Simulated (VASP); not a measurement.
# Cd (Im-3m) in VASP: notebook, part 2 of 3

VASP 6.6.1. Earlier steps stand in the parts before.

### Step 3. Single point, r2SCAN (volume scaled by 0.92)

Input file POSCAR:

```
Cd
1.0
   -1.7198579404      1.7198579404      1.7198579404
    1.7198579404     -1.7198579404      1.7198579404
    1.7198579404      1.7198579404     -1.7198579404
Cd
1
Direct
    0.0000000000      0.0000000000      0.0000000000
```

Input file INCAR.step1:

```
SYSTEM = Cd
ALGO = Normal
EDIFF = 1E-4
ENCUT = 520
GGA = PE
ISMEAR = -1
LASPH = .TRUE.
LCHARG = .FALSE.
LREAL = .FALSE.
LWAVE = .TRUE.
NBANDS = 12
NELM = 60
PREC = Accurate
SIGMA = 0.1
```

Input file INCAR.step2:

```
SYSTEM = Cd
ALGO = Normal
EDIFF = 1E-6
ENCUT = 520
ISIF = 2
ISMEAR = -1
ISTART = 1
LASPH = .TRUE.
LCHARG = .FALSE.
LMIXTAU = .TRUE.
LREAL = .FALSE.
LWAVE = .FALSE.
METAGGA = R2SCAN
NBANDS = 12
NELM = 60
PREC = Accurate
SIGMA = 0.1
```

Input file KPOINTS:

```
k-points
0
G
  14 14 14
  0 0 0
```

Potentials or basis: VASP PAW PBE potentials, release 64 (Cd).

The run is started by

```
$ cat potpaw_PBE.64/Cd/POTCAR > POTCAR
$ cp INCAR.step1 INCAR
$ mpirun -np 1 vasp_std > vasp.out
$ cp INCAR.step2 INCAR
$ mpirun -np 1 vasp_std > vasp.out
```

OUTCAR:

```text
SYSTEM = Cd
   EDIFF = 1E-6
   ENCUT = 520
   ISIF = 2
   ISMEAR = -1
   ISTART = 1
   LASPH = .TRUE.
   LREAL = .FALSE.
   METAGGA = R2SCAN
   NELM = 60
   PREC = Accurate

 ion  position               nearest neighbor table
   1  0.000  0.000  0.000-

  LATTYP: Found a body centered cubic cell.
 ALAT       =     3.4397158808

  Lattice vectors:

 A1 = (  -1.7198579404,   1.7198579404,   1.7198579404)
 A2 = (   1.7198579404,  -1.7198579404,   1.7198579404)
 A3 = (   1.7198579404,   1.7198579404,  -1.7198579404)

Analysis of symmetry for initial positions (statically):
=====================================================================
 Subroutine PRICEL returns:
 Original cell was already a primitive cell.

 Routine SETGRP: Setting up the symmetry group for a
 body centered cubic supercell.

 Subroutine GETGRP returns: Found 48 space group operations
 (whereof 48 operations were pure point group operations)
 out of a pool of 48 trial point group operations.

The static configuration has the point symmetry O_h .

Analysis of symmetry for dynamics (positions and initial velocities):
=====================================================================
 Subroutine PRICEL returns:
 Original cell was already a primitive cell.

 Routine SETGRP: Setting up the symmetry group for a
 body centered cubic supercell.

 Subroutine GETGRP returns: Found 48 space group operations
 (whereof 48 operations were pure point group operations)
 out of a pool of 48 trial point group operations.

The dynamic configuration has the point symmetry O_h .

 Subroutine INISYM returns: Found 48 space group operations
 (whereof 48 operations are pure point group operations),
 and found     1 'primitive' translations

----------------------------------------------------------------------------------------

                                     Primitive cell

  volume of cell :      20.3487

  direct lattice vectors                    reciprocal lattice vectors
    -1.719857940  1.719857940  1.719857940     0.000000000  0.290721686  0.290721686
     1.719857940 -1.719857940  1.719857940     0.290721686  0.000000000  0.290721686
     1.719857940  1.719857940 -1.719857940     0.290721686  0.290721686  0.000000000

  length of vectors
     2.978881335  2.978881335  2.978881335     0.411142551  0.411142551  0.411142551

  position of ions in fractional coordinates (direct lattice)
     0.000000000  0.000000000  0.000000000

  ion indices of the primitive-cell ions
   primitive index   ion index
                 1           1

----------------------------------------------------------------------------------------

 KPOINTS: k-points

Automatic generation of k-mesh.
 Grid dimensions read from file:
 generate k-points for:   14   14   14

 Generating k-lattice:

  Cartesian coordinates                     Fractional coordinates (reciprocal lattice)
     0.000000000  0.020765835  0.020765835     0.071428571  0.000000000  0.000000000
     0.020765835  0.000000000  0.020765835     0.000000000  0.071428571  0.000000000
     0.020765835  0.020765835  0.000000000     0.000000000  0.000000000  0.071428571

  Length of vectors
     0.029367325  0.029367325  0.029367325

  Shift w.r.t. Gamma in fractional coordinates (k-lattice)
     0.000000000  0.000000000  0.000000000

 Subroutine IBZKPT returns following result:
 ===========================================

 Found    104 irreducible k-points:

 Following reciprocal coordinates:
            Coordinates               Weight
  0.000000  0.000000  0.000000      1.000000
  0.071429  0.000000  0.000000     12.000000
  0.142857  0.000000  0.000000     12.000000
  0.214286  0.000000  0.000000     12.000000
  0.285714  0.000000  0.000000     12.000000
  0.357143  0.000000  0.000000     12.000000
[... 16 lines left out ...]
  0.285714  0.285714  0.000000     24.000000
  0.357143  0.285714  0.000000     24.000000
 [... further k-points ...]
   k-points           NKPTS =    104   k-points in BZ     NKDIM =    104   number of bands    NBANDS=     12
   number of dos      NEDOS =    301   number of ions     NIONS =      1
   total plane-waves  NPLWV =  13824
   dimension x,y,z NGX =    24 NGY =   24 NGZ =   24
   dimension x,y,z NGXF=    48 NGYF=   48 NGZF=   48
   ions per type =               1
   NGX,Y,Z   is equivalent  to a cutoff of  13.39, 13.39, 13.39 a.u.
   NGXF,Y,Z  is equivalent  to a cutoff of  26.79, 26.79, 26.79 a.u.
 SYSTEM =  Cd
   PREC   = accura    normal or accurate (medium, high low for compatibility)
   ISTART =      1    job   : 0-new  1-cont  2-samecut
   ICHARG =      0    charge: 1-file 2-atom 10-const
   ISPIN  =      1    spin polarized calculation?
   LNONCOLLINEAR =      F non collinear calculations
   LSORBIT =      F    spin-orbit coupling
   LASPH  =      T    aspherical Exc in radial PAW
   ENCUT  =  520.0 eV  38.22 Ry    6.18 a.u.   5.54  5.54  5.54*2*pi/ulx,y,z
   NELM   =     60;   NELMIN=  2; NELMDL=  0     # of ELM steps
   EDIFF  = 0.1E-05   stopping-criterion for ELM
   LREAL  =      F    real-space projection
   EDIFFG = 0.1E-04   stopping-criterion for IOM
   NSW    =      0    number of steps for IOM
   IBRION =     -1    ionic relax: 0-MD 1-quasi-New 2-CG
   NFREE  =      0    steps in history (QN), initial steepest desc. (CG)
   ISIF   =      2    stress and relaxation
   ISYM   =      2    0-nonsym 1-usesym 2-fastsym
   POTIM  = 0.5000    time-step for ionic-motion
   TEBEG  =    0.0;   TEEND  =   0.0 temperature during run
   PSTRESS=    0.0 pullay stress
   NELECT =      12.0000    total number of electrons
   NUPDOWN=      -1.0000    fix difference up-down
   EMIN   =  10.00;   EMAX   =-10.00  energy-range for DOS
   EFERMI =   0.00;   METHOD = LEGACY
   ISMEAR =    -1;   SIGMA  =   0.10  broadening in eV -4-tet -1-fermi 0-gaus
   EFERMI_NEDOS =   21; number of points for ismear=-14 and -15
   IALGO  =     38    algorithm
   IMIX   =      4    mixing-type and parameters
     AMIX     =   0.40;   BMIX     =  1.00
     AMIX_MAG =   1.60;   BMIX_MAG =  1.00
  volume/ion in A,a.u.               =      20.35       137.32
  Fermi-wavevector in a.u.,A,eV,Ry     =   1.372849  2.594308 25.643084  1.884714
  Thomas-Fermi vector in A             =   2.498419
   LORBIT       =      0    0 simple, 1 ext, 2 COOP (PROOUT), +10 PAW based schemes
   METAGGA = R2SCAN    functional components
   LHFCALC =     F    Hartree Fock is set to
   AEXX    =    0.0000 exact exchange contribution
   IVDW    =     0    specifies the selected vdW correction
   LEPSILON=     F    determine dielectric tensor
   LRPA    =     F    only Hartree local field effects (RPA)
 non-spin polarized calculation
  energy-cutoff  :      520.00
  volume of cell :       20.35
 maximum number of plane-waves:       567
 NGX is ok and might be reduce to    24
   NGX = 11   NGY = 11   NGZ = 11

 number of electron      12.0000004 magnetization

 Free energy of the ion-electron system (eV)
  ---------------------------------------------------
  ext. energy  EPLUGINS =         0.00000000
  ---------------------------------------------------
  free energy    TOTEN  =       -19.98907994 eV

  energy without entropy =      -19.97654841  energy(sigma->0) =      -19.98281418

 E-fermi :   3.5283     XC(G=0): -12.2189

 val. band max:        3.5205784985   @ k =   0.3571   0.2143   0.0714
 cond. band min:       3.5552853241   @ k =  -0.4286   0.5000   0.0714
 fundamental gap:      0.0347068256
 Fermi energy:         3.5282959172

 k-point     1 :       0.0000    0.0000    0.0000
  band No.  band energies     occupation
      1      -6.5581      2.00000
      2      -6.5581      2.00000
      3      -6.5581      2.00000
      4      -6.3804      2.00000
      5      -5.7914      2.00000
      6      -5.7914      2.00000
      7      19.9894      0.00000
      8      19.9894      0.00000
      9      19.9895      0.00000
     10      21.8156      0.00000
     11      21.8157      0.00000
     12      21.8157      0.00000

 k-point     2 :       0.0714    0.0000    0.0000
  band No.  band energies     occupation
      1      -6.5786      2.00000
      2      -6.5589      2.00000
      3      -6.5009      2.00000
      4      -6.2214      2.00000
      5      -5.8108      2.00000
      6      -5.7905      2.00000
      7      18.6525      0.00000
      8      19.6343      0.00000
      9      19.8141      0.00000
     10      20.7824      0.00000
     11      20.8188      0.00000
     12      21.2186      0.00000
[... 316 lines left out ...]
 k-point    24 :       0.3571    0.2857    0.0000
  band No.  band energies     occupation
      1      -6.9285      2.00000
      2      -6.4772      2.00000
      3      -6.2309      2.00000
      4      -5.7713      2.00000
      5      -5.6671      2.00000
      6       3.5020      1.13069
      7       3.8506      0.07660
      8       5.7821      0.00000
      9      13.6577      0.00000
     10      21.4069      0.00000
     11      22.6242      0.00000
     12      25.4709      0.00000

 [... further k-points ...]
[... 5 lines left out ...]
  --------------------------------------------------------------------------------------
  -------------------------------------------------------------------------------------
  Total        0.6858429      0.6858429      0.6858429      0.0000000     -0.0000000      0.0000000
  in kB       54.0004631     54.0004631     54.0004631      0.0000000     -0.0000000      0.0000000
  external PRESSURE =      54.0004631 kB  Pullay stress =       0.0000000 kB

 VOLUME and BASIS-vectors are now :
 -----------------------------------------------------------------------------
  energy-cutoff  :      520.00
  volume of cell :       20.35
      direct lattice vectors                 reciprocal lattice vectors
    -1.719857940  1.719857940  1.719857940     0.000000000  0.290721686  0.290721686
     1.719857940 -1.719857940  1.719857940     0.290721686  0.000000000  0.290721686
     1.719857940  1.719857940 -1.719857940     0.290721686  0.290721686  0.000000000

 POSITION                                       TOTAL-FORCE (eV/Angst)
 -----------------------------------------------------------------------------------
      0.00000      0.00000      0.00000         0.000000     -0.000000      0.000000
 -----------------------------------------------------------------------------------
    total drift:                               -0.000000     -0.000000     -0.000000

  FREE ENERGIE OF THE ION-ELECTRON SYSTEM (eV)
  ---------------------------------------------------
  free  energy   TOTEN  =       -19.9890799418 eV

  energy  without entropy=      -19.9765484114  energy(sigma->0) =      -19.98281418
```

OUTCAR.step1:

```text
SYSTEM = Cd
   EDIFF = 1E-4
   ENCUT = 520
   GGA = PE
   ISMEAR = -1
   LASPH = .TRUE.
   LREAL = .FALSE.
[... 576 lines left out ...]
 -----------------------------------------------------------------------------------
      0.00000      0.00000      0.00000         0.000000      0.000000      0.000000
 -----------------------------------------------------------------------------------
    total drift:                               -0.000000      0.000000      0.000000

  FREE ENERGIE OF THE ION-ELECTRON SYSTEM (eV)
  ---------------------------------------------------
  free  energy   TOTEN  =        -0.6263579588 eV

  energy  without entropy=       -0.6131077483  energy(sigma->0) =       -0.61973285
```

OSZICAR.step1:

```text
N       E                     dE             d eps       ncg     rms          rms(c)
DAV:   1     0.678372867710E+02    0.67837E+02   -0.70818E+03  2744   0.100E+03
DAV:   2     0.500277650968E+00   -0.67337E+02   -0.64385E+02  2724   0.235E+02
DAV:   3    -0.680377213174E+00   -0.11807E+01   -0.11801E+01  2968   0.350E+01
DAV:   4    -0.681749704213E+00   -0.13725E-02   -0.13725E-02  2792   0.118E+00
DAV:   5    -0.681752686616E+00   -0.29824E-05   -0.29827E-05  2148   0.558E-02    0.389E+00
DAV:   6    -0.629987673104E+00    0.51765E-01   -0.13409E-01  2836   0.478E+00    0.297E+00
DAV:   7    -0.626461867421E+00    0.35258E-02   -0.13208E-02  2840   0.126E+00    0.138E+00
DAV:   8    -0.626332668043E+00    0.12920E-03   -0.14443E-03  2632   0.540E-01    0.616E-02
DAV:   9    -0.626357958784E+00   -0.25291E-04   -0.83942E-06  1316   0.300E-02
   1 F= -.62635796E+00 E0= -.61973285E+00  d E =-.132502E-01
```

Run time: 28 s. Hardware: 1 thread of Intel Xeon 6975P-C (Granite Rapids), shared host; peak memory 0.15 GiB.

Results:

```
Free energy            : -19.9891 eV
Pressure               : 5.4 GPa
Band gap on the k mesh : zero (band 6 reaches 7.14 eV, above the bottom of band 7 at 2.68 eV)
```

Caveat: the PAW data sets were made with another functional, which shifts forces and pressure a little.

(Continued in part 3 of 3.)
